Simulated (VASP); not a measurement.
Write the native input for VASP 6.6.1 that does the following.

- Task: relaxation of cell and atoms
- Functional: r2SCAN
- Potentials or basis: VASP PAW PBE potentials, release 64 (Ta_pv, N)
- Cutoff: 600 eV
- k mesh: 12 × 12 × 12
- Occupations: gaussian, width 0.1 eV
- Spin: no spin polarisation
- Target pressure: 8 GPa
- Dipole correction: no
- Further INCAR settings: ALGO = Normal; EDIFF = 1e-06; IBRION = 2; EDIFFG = -0.008; NSW = 70; ISIF = 3

Crystal: TaN.

```
Ta N
1.0
     5.15777    0.00000    0.00000
    -2.57889    4.46676    0.00000
     0.00000    0.00000    2.88866
Ta N
3 3
Direct
  0.33333 0.66667 0.50000
  0.66667 0.33333 0.50000
  0.00000 0.00000 0.00000
  0.39278 0.00000 0.00000
  0.60722 0.60722 0.00000
  0.00000 0.39278 0.00000
```

The input as run:

POSCAR

```
TaN
1.0
    5.1577715917      0.0000000000      0.0000000000
   -2.5788857958      4.4667612253      0.0000000000
    0.0000000000      0.0000000000      2.8886553178
Ta N
3 3
Direct
    0.3333333333      0.6666666667      0.5000000000
    0.6666666667      0.3333333333      0.5000000000
    0.0000000000      0.0000000000      0.0000000000
    0.3927800189      0.0000000000      0.0000000000
    0.6072199811      0.6072199811      0.0000000000
    0.0000000000      0.3927800189      0.0000000000
```

INCAR.step1

```
SYSTEM = TaN
PREC = Accurate
ENCUT = 600
ISMEAR = 0
SIGMA = 0.1
LREAL = .False.
LASPH = .True.
NELM = 80
GGA = PE
ALGO = Normal
EDIFF = 1E-4
LWAVE = .True.
LCHARG = .False.
LUSENCCL = .False.
```

INCAR.step2

```
SYSTEM = TaN
PREC = Accurate
ENCUT = 600
EDIFF = 1E-6
ISMEAR = 0
SIGMA = 0.1
LREAL = .False.
LASPH = .True.
NELM = 80
ALGO = Normal
ISIF = 3
LWAVE = .False.
LCHARG = .False.
METAGGA = R2SCAN
LMIXTAU = .True.
IBRION = 2
NSW = 70
EDIFFG = -0.008
PSTRESS = 80.0
ISTART = 1
LUSENCCL = .False.
```

KPOINTS

```
Automatic mesh
0
Gamma
  12 12 12
  0 0 0
```

Potentials or basis: VASP PAW PBE potentials, release 64 (Ta_pv, N).

The run is started by

```sh
$ cat potpaw_PBE.64/Ta_pv/POTCAR potpaw_PBE.64/N/POTCAR > POTCAR
$ cp INCAR.step1 INCAR
$ mpirun -np 1 vasp_std > vasp.out
$ cp INCAR.step2 INCAR
$ mpirun -np 1 vasp_std > vasp.out
```

It gave:

```
Relaxed volume                                             : 11.15 Å³/atom
Relaxed cell                                               : a = 5.167 Å, b = 5.167 Å, c = 2.894 Å, α = 90.00°, β = 90.00°, γ = 120.00°
Space group after relaxing (to 0.1 Å)                      : P-62m (No. 189)
Energy change on relaxing (the run minimises the enthalpy) : -3.3 meV/atom
Ionic steps                                                : 5
Pressure after relaxing                                    : 8.0 GPa
Largest force after relaxing                               : 0.004 eV/Å
Band gap on the k mesh                                     : zero (bands 24 and 25 overlap by 3.34 eV)
```

Caveat: the cell is relaxed towards a set pressure, so the run minimises the enthalpy, not the energy; the PAW data sets were made with another functional, which shifts forces and pressure a little; spin-orbit coupling is left out, which moves the levels of the heavy elements.

Run time: 7 min on 1 × NVIDIA H100 80GB with 1 thread of AMD EPYC 7R13 Processor (Zen 3) (shared host), peak memory 1.4 GiB.
